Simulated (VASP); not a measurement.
A run of VASP 6.6.1 is set up as follows.

INCAR

```
SYSTEM = KI
PREC = Accurate ; ENCUT = 520
EDIFF = 1E-7 ; ISMEAR = 0
SIGMA = 0.05 ; LREAL = .False.
LASPH = .True. ; NELM = 80
ALGO = Normal ; ISIF = 2
LWAVE = .False. ; LCHARG = .False.
GGA = PE ; NBANDS = 15
```

KPOINTS

```
regular mesh
0
Gamma
  6 6 6
  0 0 0
```

File POSCAR:

```
KI
1.0
    3.7487055725      0.0000000000      0.0000000000
    0.0000000000      3.7487055725      0.0000000000
    0.0000000000      0.0000000000      5.6230583588
K I
1 1
Direct
    0.0000000000      0.0000000000      0.0000000000
    0.5000000000      0.5000000000      0.5000000000
```

Potentials or basis: VASP PAW PBE potentials, release 64 (K_sv, I).

The run is started by

```console
$ cat potpaw_PBE.64/K_sv/POTCAR potpaw_PBE.64/I/POTCAR > POTCAR
$ mpirun -np 1 vasp_std > vasp.out
```

Problem. Predict the band gap on the k mesh.

Solution. 0.27 eV (least direct gap 0.72 eV).

Problem. Predict the pressure.

Solution. 1.5 GPa.

Stress tensor (GPa, compression positive):
```
 6.11  0.00  0.00
 0.00  6.11  0.00
 0.00  0.00 -7.74
```

Caveat: the stress differs along the axes, from -8 to 6 GPa; semilocal functionals underestimate gaps, and a narrow one can read as zero; spin-orbit coupling is left out, which moves the levels of the heavy elements. A k mesh can miss the band edges.
